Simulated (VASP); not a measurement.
# Pt (Im-3m) in VASP: notebook

The runs below take Pt through single point, with BLYP.

Everything below comes from runs of VASP 6.6.1. Logs are shortened: lines on timing, memory, paths and dates and some standing lists are left out, and cuts for length are marked.

## Step 1: The cell of the first run

The structure is cubic, space group Im-3m (No. 229). Conventional cell: a = 3.187 Å, b = 3.187 Å, c = 3.187 Å, α = 90.00°, β = 90.00°, γ = 90.00°. Pt (site symmetry m-3m) has 14 Pt at 2.76 to 3.19 Å within 3.6 Å.

## Step 2: Single point, BLYP (volume scaled by 0.96)

File INCAR:

```
PREC = Accurate
ENCUT = 520
EDIFF = 1E-6
ISMEAR = -1
SIGMA = 0.1
LREAL = False
LASPH = True
NELM = 60
ALGO = Normal
ISIF = 2
LWAVE = False
LCHARG = False
GGA = B5
ALDAX = 1.0
AGGAX = 1.0
AGGAC = 1.0
ALDAC = 0.0
NBANDS = 11
```

File KPOINTS:

```
Automatic mesh
0
Gamma
  15 15 15
```

File POSCAR:

```
Pt
1.0
   -1.5934296452      1.5934296452      1.5934296452
    1.5934296452     -1.5934296452      1.5934296452
    1.5934296452      1.5934296452     -1.5934296452
Pt
1
Direct
    0.0000000000      0.0000000000      0.0000000000
```

Potentials or basis: VASP PAW PBE potentials, release 64 (Pt).

The run is started by

```bash
$ cat potpaw_PBE.64/Pt/POTCAR > POTCAR
$ mpirun -np 1 vasp_std > vasp.out
```

OUTCAR:

```text
PREC = Accurate
   ENCUT = 520
   EDIFF = 1E-6
   ISMEAR = -1
   LREAL = False
   LASPH = True
   NELM = 60
   ISIF = 2
   GGA = B5

 ion  position               nearest neighbor table
   1  0.000  0.000  0.000-

  LATTYP: Found a body centered cubic cell.
 ALAT       =     3.1868592904

  Lattice vectors:

 A1 = (  -1.5934296452,   1.5934296452,   1.5934296452)
 A2 = (   1.5934296452,  -1.5934296452,   1.5934296452)
 A3 = (   1.5934296452,   1.5934296452,  -1.5934296452)

Analysis of symmetry for initial positions (statically):
=====================================================================
 Subroutine PRICEL returns:
 Original cell was already a primitive cell.

 Routine SETGRP: Setting up the symmetry group for a
 body centered cubic supercell.

 Subroutine GETGRP returns: Found 48 space group operations
 (whereof 48 operations were pure point group operations)
 out of a pool of 48 trial point group operations.

The static configuration has the point symmetry O_h .

Analysis of symmetry for dynamics (positions and initial velocities):
=====================================================================
 Subroutine PRICEL returns:
 Original cell was already a primitive cell.

 Routine SETGRP: Setting up the symmetry group for a
 body centered cubic supercell.

 Subroutine GETGRP returns: Found 48 space group operations
 (whereof 48 operations were pure point group operations)
 out of a pool of 48 trial point group operations.

The dynamic configuration has the point symmetry O_h .

 Subroutine INISYM returns: Found 48 space group operations
 (whereof 48 operations are pure point group operations),
 and found     1 'primitive' translations

----------------------------------------------------------------------------------------

                                     Primitive cell

  volume of cell :      16.1830

  direct lattice vectors                    reciprocal lattice vectors
    -1.593429645  1.593429645  1.593429645     0.000000000  0.313788564  0.313788564
     1.593429645 -1.593429645  1.593429645     0.313788564  0.000000000  0.313788564
     1.593429645  1.593429645 -1.593429645     0.313788564  0.313788564  0.000000000

  length of vectors
     2.759901104  2.759901104  2.759901104     0.443764043  0.443764043  0.443764043

  position of ions in fractional coordinates (direct lattice)
     0.000000000  0.000000000  0.000000000

  ion indices of the primitive-cell ions
   primitive index   ion index
                 1           1

----------------------------------------------------------------------------------------

 KPOINTS: Automatic mesh

Automatic generation of k-mesh.
 Grid dimensions read from file:
 generate k-points for:   15   15   15

 Generating k-lattice:

  Cartesian coordinates                     Fractional coordinates (reciprocal lattice)
     0.000000000  0.020919238  0.020919238     0.066666667  0.000000000  0.000000000
     0.020919238  0.000000000  0.020919238     0.000000000  0.066666667  0.000000000
     0.020919238  0.020919238  0.000000000     0.000000000  0.000000000  0.066666667

  Length of vectors
     0.029584270  0.029584270  0.029584270

  Shift w.r.t. Gamma in fractional coordinates (k-lattice)
     0.000000000  0.000000000  0.000000000

 Subroutine IBZKPT returns following result:
 ===========================================

 Found    120 irreducible k-points:

 Following reciprocal coordinates:
            Coordinates               Weight
  0.000000  0.000000  0.000000      1.000000
  0.066667  0.000000  0.000000     12.000000
  0.133333  0.000000  0.000000     12.000000
  0.200000  0.000000  0.000000     12.000000
  0.266667  0.000000  0.000000     12.000000
  0.333333  0.000000  0.000000     12.000000
[... 16 lines left out ...]
  0.333333  0.200000  0.000000     48.000000
  0.400000  0.200000 -0.000000     24.000000
 [... further k-points ...]
   k-points           NKPTS =    120   k-points in BZ     NKDIM =    120   number of bands    NBANDS=     11
   number of dos      NEDOS =    301   number of ions     NIONS =      1
   total plane-waves  NPLWV =  13824
   dimension x,y,z NGX =    24 NGY =   24 NGZ =   24
   dimension x,y,z NGXF=    48 NGYF=   48 NGZF=   48
   ions per type =               1
   NGX,Y,Z   is equivalent  to a cutoff of  14.46, 14.46, 14.46 a.u.
   NGXF,Y,Z  is equivalent  to a cutoff of  28.91, 28.91, 28.91 a.u.
 SYSTEM =  unknown system
   PREC   = accura    normal or accurate (medium, high low for compatibility)
   ISTART =      0    job   : 0-new  1-cont  2-samecut
   ICHARG =      2    charge: 1-file 2-atom 10-const
   ISPIN  =      1    spin polarized calculation?
   LNONCOLLINEAR =      F non collinear calculations
   LSORBIT =      F    spin-orbit coupling
   LASPH  =      T    aspherical Exc in radial PAW
   ENCUT  =  520.0 eV  38.22 Ry    6.18 a.u.   5.13  5.13  5.13*2*pi/ulx,y,z
   NELM   =     60;   NELMIN=  2; NELMDL= -5     # of ELM steps
   EDIFF  = 0.1E-05   stopping-criterion for ELM
   LREAL  =      F    real-space projection
   EDIFFG = 0.1E-04   stopping-criterion for IOM
   NSW    =      0    number of steps for IOM
   IBRION =     -1    ionic relax: 0-MD 1-quasi-New 2-CG
   NFREE  =      0    steps in history (QN), initial steepest desc. (CG)
   ISIF   =      2    stress and relaxation
   ISYM   =      2    0-nonsym 1-usesym 2-fastsym
   POTIM  = 0.5000    time-step for ionic-motion
   TEBEG  =    0.0;   TEEND  =   0.0 temperature during run
   PSTRESS=    0.0 pullay stress
   NELECT =      10.0000    total number of electrons
   NUPDOWN=      -1.0000    fix difference up-down
   EMIN   =  10.00;   EMAX   =-10.00  energy-range for DOS
   EFERMI =   0.00;   METHOD = LEGACY
   ISMEAR =    -1;   SIGMA  =   0.10  broadening in eV -4-tet -1-fermi 0-gaus
   EFERMI_NEDOS =   21; number of points for ismear=-14 and -15
   IALGO  =     38    algorithm
   IMIX   =      4    mixing-type and parameters
     AMIX     =   0.40;   BMIX     =  1.00
     AMIX_MAG =   1.60;   BMIX_MAG =  1.00
  volume/ion in A,a.u.               =      16.18       109.21
  Fermi-wavevector in a.u.,A,eV,Ry     =   1.394404  2.635041 26.454657  1.944362
  Thomas-Fermi vector in A             =   2.517956
   LORBIT       =      0    0 simple, 1 ext, 2 COOP (PROOUT), +10 PAW based schemes
   GGA     = B5    functional components
   LHFCALC =     F    Hartree Fock is set to
   AEXX    =    0.0000 exact exchange contribution
   IVDW    =     0    specifies the selected vdW correction
   LEPSILON=     F    determine dielectric tensor
   LRPA    =     F    only Hartree local field effects (RPA)
 non-spin polarized calculation
  energy-cutoff  :      520.00
  volume of cell :       16.18
 maximum number of plane-waves:       448
 NGX is ok and might be reduce to    24
   NGX = 11   NGY = 11   NGZ = 11

 number of electron      10.0000000 magnetization

 number of electron       9.9999999 magnetization

 Free energy of the ion-electron system (eV)
  ---------------------------------------------------
  ext. energy  EPLUGINS =         0.00000000
  ---------------------------------------------------
  free energy    TOTEN  =        -4.93233091 eV

  energy without entropy =       -4.90335614  energy(sigma->0) =       -4.91784352

 E-fermi :  10.3909     XC(G=0): -12.3818

 val. band max:       10.3682263696   @ k =  -0.2667   0.3333   0.1333
 cond. band min:      10.4060748762   @ k =  -0.4000   0.4000   0.4000
 fundamental gap:      0.0378485066
 Fermi energy:        10.3908581661

 k-point     1 :       0.0000    0.0000    0.0000
  band No.  band energies     occupation
      1       1.2515      2.00000
      2       6.9849      2.00000
      3       6.9849      2.00000
      4       6.9849      2.00000
      5       9.3904      1.99991
      6       9.3904      1.99991
      7      27.7221      0.00000
      8      27.7221      0.00000
      9      27.7221      0.00000
     10      37.2784      0.00000
     11      37.2789      0.00000

 k-point     2 :       0.0667    0.0000    0.0000
  band No.  band energies     occupation
      1       1.4289      2.00000
      2       6.9181      2.00000
      3       6.9869      2.00000
      4       7.1252      2.00000
      5       9.3050      1.99996
      6       9.3950      1.99991
      7      27.8010      0.00000
      8      27.8503      0.00000
      9      27.9796      0.00000
     10      35.0801      0.00000
     11      35.4476      0.00000

 k-point     3 :       0.1333    0.0000    0.0000
  band No.  band energies     occupation
      1       1.9388      2.00000
      2       6.7342      2.00000
      3       6.9823      2.00000
      4       7.5369      2.00000
      5       9.1191      1.99999
      6       9.4116      1.99989
      7      27.8500      0.00000
      8      27.8628      0.00000
      9      28.7263      0.00000
     10      33.3197      0.00000
     11      33.4138      0.00000

 k-point     4 :       0.2000    0.0000    0.0000
  band No.  band energies     occupation
      1       2.6962      2.00000
      2       6.4755      2.00000
      3       6.9833      2.00000
      4       8.1897      2.00000
      5       8.9845      2.00000
      6       9.4463      1.99984
      7      26.6255      0.00000
      8      27.3666      0.00000
      9      29.8890      0.00000
     10      32.4812      0.00000
     11      33.0083      0.00000
[... 239 lines left out ...]
 k-point    22 :       0.2667    0.2000   -0.0000
  band No.  band energies     occupation
      1       4.8799      2.00000
      2       6.0997      2.00000
      3       7.0223      2.00000
      4       9.0161      2.00000
      5       9.7535      1.99660
      6      12.3404      0.00000
      7      19.6670      0.00000
      8      23.1049      0.00000
      9      26.5768      0.00000
     10      31.6503      0.00000
     11      35.2181      0.00000

 k-point    23 :       0.3333    0.2000    0.0000
  band No.  band energies     occupation
      1       4.9040      2.00000
      2       5.9912      2.00000
      3       7.5874      2.00000
      4       9.1681      1.99999
      5       9.8990      1.98548
      6      13.8059      0.00000
      7      17.4927      0.00000
      8      22.1226      0.00000
      9      26.1109      0.00000
     10      32.5396      0.00000
     11      34.4584      0.00000

 k-point    24 :       0.4000    0.2000   -0.0000
  band No.  band energies     occupation
      1       4.8868      2.00000
      2       5.9576      2.00000
      3       7.8133      2.00000
      4       9.2027      1.99999
      5      10.0359      1.94411
      6      15.0170      0.00000
      7      16.0083      0.00000
      8      21.7373      0.00000
      9      25.9510      0.00000
     10      33.2986      0.00000
     11      33.6930      0.00000

 [... further k-points ...]
[... 5 lines left out ...]
  --------------------------------------------------------------------------------------
  -------------------------------------------------------------------------------------
  Total        0.9695122      0.9695122      0.9695122     -0.0000000      0.0000000     -0.0000000
  in kB       95.9854057     95.9854057     95.9854057     -0.0000000      0.0000000     -0.0000000
  external PRESSURE =      95.9854057 kB  Pullay stress =       0.0000000 kB

 VOLUME and BASIS-vectors are now :
 -----------------------------------------------------------------------------
  energy-cutoff  :      520.00
  volume of cell :       16.18
      direct lattice vectors                 reciprocal lattice vectors
    -1.593429645  1.593429645  1.593429645     0.000000000  0.313788564  0.313788564
     1.593429645 -1.593429645  1.593429645     0.313788564  0.000000000  0.313788564
     1.593429645  1.593429645 -1.593429645     0.313788564  0.313788564  0.000000000

 POSITION                                       TOTAL-FORCE (eV/Angst)
 -----------------------------------------------------------------------------------
      0.00000      0.00000      0.00000         0.000000     -0.000000      0.000000
 -----------------------------------------------------------------------------------
    total drift:                               -0.000000      0.000000     -0.000000

  FREE ENERGIE OF THE ION-ELECTRON SYSTEM (eV)
  ---------------------------------------------------
  free  energy   TOTEN  =        -4.9323309081 eV

  energy  without entropy=       -4.9033561394  energy(sigma->0) =       -4.91784352
```

Wall time 8.3 s (1 thread of Intel Xeon 6975P-C (Granite Rapids), shared host); peak memory 0.15 GiB.

What came out:

* Free energy: -4.9323 eV
* Pressure: 9.6 GPa
* Band gap on the k mesh: zero (band 5 reaches 11.27 eV, above the bottom of band 6 at 9.25 eV)

Levels at points of the mesh, in eV from the Fermi level:
```
           k point  band 1  band 2  band 3  band 4  band 5  band 6  band 7  band 8  band 9  band 10
(0.00, 0.00, 0.00)   -9.14   -3.41   -3.41   -3.41   -1.00   -1.00   17.33   17.33   17.33    26.89
```

Caveat: the cell differs from its parent crystal (volume scaled by 0.96); the PAW data sets were made with another functional, which shifts forces and pressure a little; spin-orbit coupling is left out, which moves the levels of the heavy elements.

## Step 3: Single point, BLYP

This run uses another cell than the first one, of 16.86 Å³/atom, 1.042 times its volume.

INCAR, as its differences from that of step 2:

```diff
@@ -7,3 +7,3 @@
 LASPH = True
-NELM = 60
+NELM = 100
 ALGO = Normal
```

File KPOINTS:

```
regular mesh
0
Gamma
  15 15 15
```

File POSCAR:

```
Pt
1.0
   -1.6152601613      1.6152601613      1.6152601613
    1.6152601613     -1.6152601613      1.6152601613
    1.6152601613      1.6152601613     -1.6152601613
Pt
1
Direct
    0.0000000000      0.0000000000      0.0000000000
```

Potentials or basis: VASP PAW PBE potentials, release 64 (Pt).

The run is started by

```bash
$ cat potpaw_PBE.64/Pt/POTCAR > POTCAR
$ mpirun -np 1 vasp_std > vasp.out
```

Wall time 8.4 s (1 thread of Intel Xeon 6975P-C (Granite Rapids), shared host); peak memory 0.15 GiB.

It converged, with:

| Item | Value |
| --- | --- |
| Free energy | -4.9537 eV |
| Pressure | 0.7 GPa |
| Band gap on the k mesh | zero (band 5 reaches 10.50 eV, above the bottom of band 6 at 8.63 eV) |

Levels at points of the mesh, in eV from the Fermi level:
```tsv
k point	band 2	band 3	band 4	band 5	band 6	band 7	band 8	band 9
(0.00, 0.00, 0.00)	-3.20	-3.20	-3.20	-0.94	-0.94	17.33	17.33	17.33
```

Caveat: the PAW data sets were made with another functional, which shifts forces and pressure a little; spin-orbit coupling is left out, which moves the levels of the heavy elements.

[end of part 1 of 2]
